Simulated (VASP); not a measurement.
# Sr in VASP: notebook

Sr is run at these levels: PBEsol; tasks: single point.

Everything below comes from runs of VASP 6.6.1. Logs are shortened: lines on timing, memory, paths and dates and some standing lists are left out, and cuts for length are marked.

## Step 1: The cell of the first run

It takes space group P6_3/mmc (No. 194, hexagonal). The conventional cell has a = 4.310 Å, b = 4.310 Å, c = 7.050 Å, α = 90.00°, β = 90.00°, γ = 120.00°. Within 5.7 Å of Sr (site symmetry -6m2) lie 12 Sr at 4.31 Å.

This isn't the form of Sr at room conditions, which is fcc.

## Step 2: Single point, PBEsol

File INCAR:

```
SYSTEM = Sr
  PREC = Accurate
  ENCUT = 520
  EDIFF = 1E-7
  ISMEAR = 0
  SIGMA = 0.05
  LREAL = .False.
  LASPH = .True.
  NELM = 60
  ALGO = Normal
  ISIF = 2
  LWAVE = .False.
  LCHARG = .False.
  GGA = PS
  NBANDS = 17
```

File KPOINTS:

```
regular mesh
0
Gamma
  9 9 6
  0 0 0
```

File POSCAR:

```
Sr
1.0
    4.3100000000      0.0000000000      0.0000000000
   -2.1550000000      3.7325694903      0.0000000000
    0.0000000000      0.0000000000      7.0500000000
Sr
2
Direct
    0.3333333333      0.6666666667      0.2500000000
    0.6666666667      0.3333333333      0.7500000000
```

Potentials or basis: VASP PAW PBE potentials, release 64 (Sr_sv).

Started as:

```bash
> cat potpaw_PBE.64/Sr_sv/POTCAR > POTCAR
> mpirun -np 1 vasp_std > vasp.out
```

OUTCAR:

```text
SYSTEM = Sr
   PREC = Accurate
   ENCUT = 520
   EDIFF = 1E-7
   ISMEAR = 0
   LREAL = .False.
   LASPH = .True.
   NELM = 60
   ISIF = 2
   GGA = PS

 ion  position               nearest neighbor table
   1  0.333  0.667  0.250-   2 4.31   2 4.31   2 4.31   2 4.31   2 4.31   2 4.31
   2  0.667  0.333  0.750-   1 4.31   1 4.31   1 4.31   1 4.31   1 4.31   1 4.31

  LATTYP: Found a hexagonal cell.
 ALAT       =     4.3100000000
 C/A-ratio  =     1.6357308585

  Lattice vectors:

 A1 = (   4.3100000000,   0.0000000000,   0.0000000000)
 A2 = (  -2.1550000000,   3.7325694903,   0.0000000000)
 A3 = (   0.0000000000,   0.0000000000,   7.0500000000)

Analysis of symmetry for initial positions (statically):
=====================================================================
 Subroutine PRICEL returns:
 Original cell was already a primitive cell.

 Routine SETGRP: Setting up the symmetry group for a
 hexagonal supercell.

 Subroutine GETGRP returns: Found 24 space group operations
 (whereof 12 operations were pure point group operations)
 out of a pool of 24 trial point group operations.

The static configuration has the point symmetry D_3d.
 The point group associated with its full space group is D_6h.

Analysis of symmetry for dynamics (positions and initial velocities):
=====================================================================
 Subroutine PRICEL returns:
 Original cell was already a primitive cell.

 Routine SETGRP: Setting up the symmetry group for a
 hexagonal supercell.

 Subroutine GETGRP returns: Found 24 space group operations
 (whereof 12 operations were pure point group operations)
 out of a pool of 24 trial point group operations.

The dynamic configuration has the point symmetry D_3d.
 The point group associated with its full space group is D_6h.

 Subroutine INISYM returns: Found 24 space group operations
 (whereof 12 operations are pure point group operations),
 and found     1 'primitive' translations

----------------------------------------------------------------------------------------

                                     Primitive cell

  volume of cell :     113.4160

  direct lattice vectors                    reciprocal lattice vectors
     4.310000000  0.000000000  0.000000000     0.232018561  0.133955979  0.000000000
    -2.155000000  3.732569490  0.000000000     0.000000000  0.267911958  0.000000000
     0.000000000  0.000000000  7.050000000     0.000000000  0.000000000  0.141843972

  length of vectors
     4.310000000  4.310000000  7.050000000     0.267911958  0.267911958  0.141843972

  position of ions in fractional coordinates (direct lattice)
     0.333333333  0.666666667  0.250000000
     0.666666667  0.333333333  0.750000000

  ion indices of the primitive-cell ions
   primitive index   ion index
                 1           1
                 2           2

----------------------------------------------------------------------------------------

 KPOINTS: regular mesh

Automatic generation of k-mesh.
 Grid dimensions read from file:
 generate k-points for:    9    9    6

 Generating k-lattice:

  Cartesian coordinates                     Fractional coordinates (reciprocal lattice)
     0.025779840  0.014883998  0.000000000     0.111111111  0.000000000  0.000000000
     0.000000000  0.029767995  0.000000000     0.000000000  0.111111111  0.000000000
     0.000000000  0.000000000  0.023640662     0.000000000  0.000000000  0.166666667

  Length of vectors
     0.029767995  0.029767995  0.023640662

  Shift w.r.t. Gamma in fractional coordinates (k-lattice)
     0.000000000  0.000000000  0.000000000

 Subroutine IBZKPT returns following result:
 ===========================================

 Found     48 irreducible k-points:

 Following reciprocal coordinates:
            Coordinates               Weight
  0.000000  0.000000  0.000000      1.000000
  0.111111  0.000000  0.000000      6.000000
  0.222222  0.000000  0.000000      6.000000
  0.333333 -0.000000  0.000000      6.000000
  0.444444  0.000000  0.000000      6.000000
  0.111111  0.111111  0.000000      6.000000
[... 16 lines left out ...]
  0.333333  0.222222  0.166667     24.000000
  0.333333  0.333333  0.166667      4.000000
 [... further k-points ...]
   k-points           NKPTS =     48   k-points in BZ     NKDIM =     48   number of bands    NBANDS=     17
   number of dos      NEDOS =    301   number of ions     NIONS =      2
   total plane-waves  NPLWV =  55296
   dimension x,y,z NGX =    32 NGY =   32 NGZ =   54
   dimension x,y,z NGXF=    64 NGYF=   64 NGZF=  108
   ions per type =               2
   NGX,Y,Z   is equivalent  to a cutoff of  12.34, 12.34, 12.73 a.u.
   NGXF,Y,Z  is equivalent  to a cutoff of  24.69, 24.69, 25.47 a.u.
 SYSTEM =  Sr
   PREC   = accura    normal or accurate (medium, high low for compatibility)
   ISTART =      0    job   : 0-new  1-cont  2-samecut
   ICHARG =      2    charge: 1-file 2-atom 10-const
   ISPIN  =      1    spin polarized calculation?
   LNONCOLLINEAR =      F non collinear calculations
   LSORBIT =      F    spin-orbit coupling
   LASPH  =      T    aspherical Exc in radial PAW
   ENCUT  =  520.0 eV  38.22 Ry    6.18 a.u.   8.01  8.01 13.11*2*pi/ulx,y,z
   NELM   =     60;   NELMIN=  2; NELMDL= -5     # of ELM steps
   EDIFF  = 0.1E-06   stopping-criterion for ELM
   LREAL  =      F    real-space projection
   EDIFFG = 0.1E-05   stopping-criterion for IOM
   NSW    =      0    number of steps for IOM
   IBRION =     -1    ionic relax: 0-MD 1-quasi-New 2-CG
   NFREE  =      0    steps in history (QN), initial steepest desc. (CG)
   ISIF   =      2    stress and relaxation
   ISYM   =      2    0-nonsym 1-usesym 2-fastsym
   POTIM  = 0.5000    time-step for ionic-motion
   TEBEG  =    0.0;   TEEND  =   0.0 temperature during run
   PSTRESS=    0.0 pullay stress
   NELECT =      20.0000    total number of electrons
   NUPDOWN=      -1.0000    fix difference up-down
   EMIN   =  10.00;   EMAX   =-10.00  energy-range for DOS
   EFERMI =   0.00;   METHOD = LEGACY
   ISMEAR =     0;   SIGMA  =   0.05  broadening in eV -4-tet -1-fermi 0-gaus
   EFERMI_NEDOS =   21; number of points for ismear=-14 and -15
   IALGO  =     38    algorithm
   IMIX   =      4    mixing-type and parameters
     AMIX     =   0.40;   BMIX     =  1.00
     AMIX_MAG =   1.60;   BMIX_MAG =  1.00
  volume/ion in A,a.u.               =      56.71       382.68
  Fermi-wavevector in a.u.,A,eV,Ry     =   0.918037  1.734838 11.466874  0.842791
  Thomas-Fermi vector in A             =   2.043073
   LORBIT       =      0    0 simple, 1 ext, 2 COOP (PROOUT), +10 PAW based schemes
   GGA     = PS    functional components
   LHFCALC =     F    Hartree Fock is set to
   AEXX    =    0.0000 exact exchange contribution
   IVDW    =     0    specifies the selected vdW correction
   LEPSILON=     F    determine dielectric tensor
   LRPA    =     F    only Hartree local field effects (RPA)
 non-spin polarized calculation
 Gauss-broadening in eV      SIGMA  =   0.05
  energy-cutoff  :      520.00
  volume of cell :      113.42
 maximum number of plane-waves:      3090
   NGX = 17   NGY = 17   NGZ = 27

 number of electron      20.0000000 magnetization

 Free energy of the ion-electron system (eV)
  ---------------------------------------------------
  ext. energy  EPLUGINS =         0.00000000
  ---------------------------------------------------
  free energy    TOTEN  =        -3.64635675 eV

  energy without entropy =       -3.64308779  energy(sigma->0) =       -3.64472227

 E-fermi :   1.4164     XC(G=0):  -7.3378

 val. band max:        1.4134501187   @ k =   0.1111   0.0000   0.0000
 cond. band min:       1.4223953816   @ k =   0.2222   0.1111   0.0000
 fundamental gap:      0.0089452629
 Fermi energy:         1.4163548840

 k-point     1 :       0.0000    0.0000    0.0000
  band No.  band energies     occupation
      1     -35.2028      2.00000
      2     -35.1907      2.00000
      3     -17.2848      2.00000
      4     -17.1335      2.00000
      5     -17.1335      2.00000
      6     -17.1091      2.00000
[... 9 lines left out ...]
     16       4.0511      0.00000
     17       4.5554      0.00000

 k-point     2 :       0.1111    0.0000    0.0000
  band No.  band energies     occupation
      1     -35.2015      2.00000
      2     -35.1901      2.00000
      3     -17.2779      2.00000
      4     -17.1493      2.00000
      5     -17.1385      2.00000
      6     -17.1255      2.00000
[... 9 lines left out ...]
     16       4.2135      0.00000
     17       4.2465      0.00000

 k-point     3 :       0.2222    0.0000    0.0000
  band No.  band energies     occupation
      1     -35.1982      2.00000
      2     -35.1886      2.00000
      3     -17.2590      2.00000
      4     -17.1897      2.00000
      5     -17.1663      2.00000
      6     -17.1507      2.00000
[... 9 lines left out ...]
     16       4.2708      0.00000
     17       4.3149      0.00000

 k-point     4 :       0.3333   -0.0000    0.0000
  band No.  band energies     occupation
      1     -35.1941      2.00000
      2     -35.1872      2.00000
      3     -17.2360      2.00000
      4     -17.2334      2.00000
      5     -17.2110      2.00000
      6     -17.1642      2.00000
[... 9 lines left out ...]
     16       4.8299      0.00000
     17       4.9911      0.00000
[... 343 lines left out ...]
      1     -35.1918      2.00000
      2     -35.1871      2.00000
      3     -17.2428      2.00000
      4     -17.2347      2.00000
      5     -17.1978      2.00000
      6     -17.1812      2.00000
[... 9 lines left out ...]
     16       4.8101      0.00000
     17       5.1781      0.00000

 k-point    23 :       0.3333    0.2222    0.1667
  band No.  band energies     occupation
      1     -35.1893      2.00000
      2     -35.1869      2.00000
      3     -17.2535      2.00000
      4     -17.2370      2.00000
      5     -17.2061      2.00000
      6     -17.1822      2.00000
[... 9 lines left out ...]
     16       5.0000      0.00000
     17       5.3594      0.00000

 k-point    24 :       0.3333    0.3333    0.1667
  band No.  band energies     occupation
      1     -35.1876      2.00000
      2     -35.1876      2.00000
      3     -17.2379      2.00000
      4     -17.2288      2.00000
      5     -17.2288      2.00000
      6     -17.1931      2.00000
[... 9 lines left out ...]
     16       5.1330      0.00000
     17       5.1903      0.00000

 [... further k-points ...]
[... 5 lines left out ...]
  --------------------------------------------------------------------------------------
  -------------------------------------------------------------------------------------
  Total       -0.5734738     -0.5734738     -0.5739126     -0.0000000      0.0000000      0.0000000
  in kB       -8.1012094     -8.1012094     -8.1074082     -0.0000000      0.0000000      0.0000000
  external PRESSURE =      -8.1032757 kB  Pullay stress =       0.0000000 kB

 VOLUME and BASIS-vectors are now :
 -----------------------------------------------------------------------------
  energy-cutoff  :      520.00
  volume of cell :      113.42
      direct lattice vectors                 reciprocal lattice vectors
     4.310000000  0.000000000  0.000000000     0.232018561  0.133955979  0.000000000
    -2.155000000  3.732569490  0.000000000     0.000000000  0.267911958  0.000000000
     0.000000000  0.000000000  7.050000000     0.000000000  0.000000000  0.141843972

 POSITION                                       TOTAL-FORCE (eV/Angst)
 -----------------------------------------------------------------------------------
     -0.00000      2.48838      1.76250        -0.000000      0.000000      0.000000
      2.15500      1.24419      5.28750         0.000000     -0.000000      0.000000
 -----------------------------------------------------------------------------------
    total drift:                                0.000000     -0.000000      0.000000

  FREE ENERGIE OF THE ION-ELECTRON SYSTEM (eV)
  ---------------------------------------------------
  free  energy   TOTEN  =        -3.6463567545 eV

  energy  without entropy=       -3.6430877926  energy(sigma->0) =       -3.64472227
```

It took 28 s on 1 thread of Intel Xeon 6975P-C (Granite Rapids), shared host; peak memory 0.25 GiB.

What came out:

| Quantity | Value |
| --- | --- |
| Free energy | -3.6464 eV |
| Pressure | -0.8 GPa |
| Band gap on the k mesh | zero (bands 10 and 11 overlap by 0.24 eV) |

Caveat: the PAW data sets were made with another functional, which shifts forces and pressure a little.

## Step 3: Single point, PBEsol

This run uses another cell than the first one, of 63.51 Å³/atom.

File INCAR:

```
ALGO = Fast
EDIFF = 1E-7
ENCUT = 520
GGA = PS
ISIF = 2
ISMEAR = 0
LASPH = True
LCHARG = False
LREAL = False
LWAVE = False
NBANDS = 17
NELM = 100
PREC = Accurate
SIGMA = 0.05
```

File KPOINTS:

```
k-points
0
Gamma
  9 9 6
```

File POSCAR:

```
Sr
1.0
    4.4759299158      0.0000000000      0.0000000000
   -2.2379649579      3.8762690126      0.0000000000
    0.0000000000      0.0000000000      7.3214166836
Sr
2
Direct
    0.3333333333      0.6666666667      0.2500000000
    0.6666666667      0.3333333333      0.7500000000
```

Potentials or basis: VASP PAW PBE potentials, release 64 (Sr_sv).

Started as:

```bash
> cat potpaw_PBE.64/Sr_sv/POTCAR > POTCAR
> mpirun -np 1 vasp_std > vasp.out
```

It took 49 s on 1 thread of Intel Xeon 6975P-C (Granite Rapids), shared host; peak memory 0.29 GiB.

Results (log left out):

| Quantity | Value |
| --- | --- |
| Free energy | -3.5362 eV |
| Pressure | -1.7 GPa |
| Band gap on the k mesh | zero (bands 10 and 11 overlap by 0.26 eV) |

Levels at points of the mesh, in eV from the Fermi level:
| k point | band 6 | band 7 | band 8 | band 9 | band 10 | band 11 | band 12 | band 13 | band 14 | band 15 |
| --- | --- | --- | --- | --- | --- | --- | --- | --- | --- | --- |
| (0.00, 0.00, 0.00) | -18.75 | -18.75 | -18.75 | -3.44 | -1.08 | -0.07 | 2.13 | 2.14 | 2.14 | 2.49 |
| (0.00, 0.00, 0.50) | -18.76 | -18.76 | -18.76 | -2.60 | -2.60 | 1.20 | 1.20 | 2.14 | 2.14 | 2.14 |

Caveat: the PAW data sets were made with another functional, which shifts forces and pressure a little.

## Step 4: Single point, PBEsol

File INCAR:

```
ALGO = Fast ; EDIFF = 1E-6
ENCUT = 520 ; GGA = PS
ISIF = 2 ; ISMEAR = 0
LASPH = T ; LCHARG = T
LELF = T ; LREAL = F
LVHAR = T ; LWAVE = F
NBANDS = 17 ; NELM = 100
PREC = Accurate ; SIGMA = 0.05
```

KPOINTS is that of step 3.

File POSCAR:

```
Sr
1.0
    4.3100000000      0.0000000000      0.0000000000
   -2.1550000000      3.7325694903      0.0000000000
    0.0000000000      0.0000000000      7.0500000000
Sr
2
Direct
    0.3333333333      0.6666666667      0.2500000000
    0.6735517380      0.3272731119      0.7518059071
```

Started as:

```bash
> cat potpaw_PBE.64/Sr_sv/POTCAR > POTCAR
> mpirun -np 1 vasp_std > vasp.out
```

It took 2.6 min on 1 thread of Intel Xeon 6975P-C (Granite Rapids), shared host; peak memory 0.53 GiB.

The run converged. Its results:

| Property | Result |
| --- | --- |
| Free energy | -3.6459 eV |
| Pressure | -0.8 GPa |
| Largest force | 0.021 eV/Å |
| Band gap on the k mesh | zero (bands 10 and 11 overlap by 0.24 eV) |

Forces in eV/Å, atoms in the order of the input:
```
Sr   0.013 -0.007  0.015
Sr  -0.013  0.007 -0.015
```

Stress tensor (GPa, compression positive):
```
-0.84  0.05  0.00
 0.05 -0.78  0.00
 0.00  0.00 -0.81
```

Levels at points of the mesh, in eV from the Fermi level:
```csv
k point,band 7,band 8,band 9,band 10,band 11,band 12,band 13,band 14
"(0.00, 0.00, 0.00)",-18.53,-18.52,-3.64,-1.16,0.01,2.23,2.23,2.25
"(0.00, 0.00, 0.50)",-18.54,-18.54,-2.72,-2.71,1.22,1.25,2.23,2.23
```

Caveat: the PAW data sets were made with another functional, which shifts forces and pressure a little.

## Step 5: Overview

```csv
cell,gap on the mesh (eV),pressure (GPa)
"a = 4.310, b = 4.310, c = 7.050 Å, angles 90.0, 90.0, 120.0°, 2 atoms, atomic positions A",none,-0.8
"a = 4.476, b = 4.476, c = 7.321 Å, angles 90.0, 90.0, 120.0°, 2 atoms, atomic positions A",none,-1.7
"a = 4.310, b = 4.310, c = 7.050 Å, angles 90.0, 90.0, 120.0°, 2 atoms, atomic positions B",none,-0.8
```

Alike in all rows: task single point; level PBEsol; potentials or basis VASP PAW PBE potentials, release 64 (Sr_sv); no spin polarisation; k mesh 9 × 9 × 6; cutoff (eV) 520; smearing gaussian 0.05 eV.

Caveats: the PAW data sets were made with another functional, which shifts forces and pressure a little.

Total energies depend on the potentials used, so only differences within one code and one set of settings carry meaning.

The gap in the log of VASP goes by the Fermi energy; the results here count the filled bands.